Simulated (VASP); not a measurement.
Pt, 1 atom in the cell. The structure is cubic, space group Pm-3m (No. 221). The conventional cell has a = 2.626 Å, b = 2.626 Å, c = 2.626 Å, α = 90.00°, β = 90.00°, γ = 90.00°. Within 3.5 Å of Pt (site symmetry m-3m) lie 6 Pt at 2.63 Å. 

| Item | Value |
| --- | --- |
| Program | VASP 6.6.1 |
| Task | single point |
| Functional | PBE |
| Potentials or basis | VASP PAW PBE potentials, release 64 (Pt) |
| Cutoff | 520 eV |
| k mesh | 41 × 41 × 41 |
| Occupations | fermi-dirac, width 0.0612256 eV |
| Spin | no spin polarisation |
| Dipole correction | no |
| Further INCAR settings | ALGO = Normal; EDIFF = 1e-06; NBANDS = 11 |

Potentials or basis: VASP PAW PBE potentials, release 64 (Pt).

Run with:

```sh
$ cat potpaw_PBE.64/Pt/POTCAR > POTCAR
$ mpirun -np 1 vasp_std > vasp.out
```

Hardware: 1 thread of AMD EPYC 7R13 Processor (Zen 3), with other jobs on the host.

Q: Estimate the wall time of this run.

A: It took 2.2 min on 1 thread of AMD EPYC 7R13 Processor (Zen 3) (shared host), peak memory 0.4 GiB. Counts: scf iterations 11, k points 1771.
